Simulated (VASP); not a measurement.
Crystal: Cd.

```
Cd
1.0
     3.01376    0.00000    0.00000
    -1.50688    2.60999    0.00000
     0.00000    0.00000    5.30110
Cd
2
Direct
  0.33333 0.66667 0.25000
  0.66667 0.33333 0.75000
```

* Program: VASP 6.6.1
* Task: relaxation of cell and atoms
* Functional: PBEsol
* Potentials or basis: VASP PAW PBE potentials, release 64 (Cd)
* Cutoff: 600 eV
* k mesh: 18 × 18 × 8
* Occupations: gaussian, width 0.1 eV
* Spin: no spin polarisation

At the start: pressure 0.1 GPa; volume 20.85 Å³/atom.

Problem. How do energy, volume and symmetry change on relaxing?

Solution. Over 9 steps the energy falls by 4.7 meV/atom and the volume is 21.12 Å³/atom (+1.3 %); space group P6_3/mmc (No. 194, to 0.1 Å) before and after.

Step by step:
| step | energy change (eV) | largest force (eV/Å) | pressure (GPa) | volume (Å³) |
| --- | --- | --- | --- | --- |
| 1 | 0.0000 | 0.0000 | 0.10 | 41.70 |
| 2 | -0.0033 | 0.0000 | 0.04 | 41.77 |
| 3 | -0.0081 | 0.0000 | 0.01 | 41.93 |
| 4 | -0.0093 | 0.0000 | 0.13 | 42.19 |
| 5 | -0.0093 | 0.0000 | 0.15 | 42.16 |
| 6 | -0.0094 | 0.0000 | 0.09 | 42.17 |
| 7 | -0.0094 | 0.0000 | 0.11 | 42.17 |
| 8 | -0.0093 | 0.0000 | -0.10 | 42.37 |
| 9 | -0.0094 | 0.0000 | 0.02 | 42.24 |

Final structure:
```
Cd
1.0
     2.95139    0.00000    0.00000
    -1.47570    2.55598    0.00000
     0.00000    0.00000    5.59877
Cd
2
Direct
  0.33333 0.66667 0.25000
  0.66667 0.33333 0.75000
```

Caveat: the PAW data sets were made with another functional, which shifts forces and pressure a little.
